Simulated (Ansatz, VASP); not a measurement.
One calculation of AlNi, two programs

```
CELL_PARAMETERS angstrom
2.87395 -0.05794 0.00156
-0.05794 2.99264 -0.05050
0.00156 -0.05050 2.87870
ATOMIC_POSITIONS crystal
Al 0.99775 0.01111 0.99341
Ni 0.49829 0.49371 0.50330
```

Alike in both runs: task single point; functional LDA; k mesh 7 × 7 × 7; occupations fermi-dirac, width 0.1 eV; collinear spin.

|  | VASP | Ansatz |
| --- | --- | --- |
| version | VASP 6.6.1 | Ansatz 0.2.0 |
| potentials or method | VASP PAW LDA potentials, release 64 (Al, Ni), cutoff 520 eV | plane waves, PAW |
| valence electrons in the cell | 13 | 21 |

```tsv
	VASP	Ansatz	Ansatz less VASP
pressure (GPa)	-12.2	-12.5	-0.30
traceless stress, the component that is largest in VASP (GPa)	3.80	3.77	-0.032
rms of the force components (eV/Å)	0.135	0.133	-0.0020
net moment per atom (μB)	0.00	0.00	0.000
```

LDA's correlation is that of Perdew and Zunger in VASP and of Perdew and Wang (1992) in Ansatz. Atom by atom the forces differ by 0.002 eV/Å (rms over components). VASP's potentials hold 13 valence electrons a cell and Ansatz's 21, so a difference there can come from the potentials and not from the codes. Ansatz's warnings: seeded moment not kept, stress scf threshold loose.
